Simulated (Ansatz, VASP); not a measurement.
## Two plane-wave programs on Zn

```
Zn
1.0
     2.59030    0.00000    0.00000
    -1.29515    2.24327    0.00000
     0.00000    0.00000    4.90941
Zn
2
Direct
  0.33333 0.66667 0.25000
  0.66667 0.33333 0.75000
```

Alike in both runs: functional PBEsol; k mesh 18 × 18 × 10; occupations gaussian, width 0.1 eV; no spin polarisation.

Ansatz relaxed the structure, and its values are those at the end. VASP's run is a single point on that final structure, the one shown.

|  | VASP | Ansatz |
| --- | --- | --- |
| version | VASP 6.6.1 | Ansatz 0.2.0 |
| potentials or method | VASP PAW PBE potentials, release 64 (Zn), cutoff 520 eV | scalar-relativistic, plane waves, PAW |
| valence electrons in the cell | 24 | 24 |

Ansatz gave:

```
gap on the k mesh at the Fermi level (eV) : none
pressure (GPa)                            : 0.0
```

Q: Which values does VASP return?

A: gap on the k mesh at the Fermi level (eV): none; pressure (GPa): 0.5.

VASP's potentials were made for PBE, not for PBEsol. A gap of «none» marks a metal or a gap that the smearing closes.
